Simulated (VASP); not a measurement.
Set up this calculation in VASP 6.6.1, as the native input.

* Task: single point
* Functional: PBE
* Potentials or basis: VASP PAW PBE potentials, release 64 (Hf_pv, N)
* Cutoff: 520 eV
* k mesh: 13 × 13 × 13
* Occupations: fermi-dirac, width 0.08 eV
* Spin: no spin polarisation
* Dipole correction: no
* Further INCAR settings: ALGO = Normal; EDIFF = 1e-06; NBANDS = 14

The structure of HfN (CsCl type) lies in POSCAR:

```
HfN
1.0
    2.7516187421      0.0000000000      0.0000000000
    0.0000000000      2.7516187421      0.0000000000
    0.0000000000      0.0000000000      2.7516187421
Hf N
1 1
Direct
    0.0000000000      0.0000000000      0.0000000000
    0.5000000000      0.5000000000      0.5000000000
```

These files were run (other wordings do the same):

INCAR

```
PREC = Accurate
ENCUT = 520
EDIFF = 1E-6
ISMEAR = -1
SIGMA = 0.08
LREAL = F
LASPH = T
NELM = 60
ALGO = Normal
ISIF = 2
LWAVE = F
LCHARG = F
GGA = PE
NBANDS = 14
```

KPOINTS

```
regular mesh
0
Gamma
  13 13 13
```

Potentials or basis: VASP PAW PBE potentials, release 64 (Hf_pv, N).

Launch:

```sh
$ cat potpaw_PBE.64/Hf_pv/POTCAR potpaw_PBE.64/N/POTCAR > POTCAR
$ mpirun -np 1 vasp_std > vasp.out
```

It gave:

* Pressure: 18.8 GPa

Wall time 41 s on 1 thread of AMD EPYC 7R13, with other jobs on the host, peak memory 0.11 GiB.
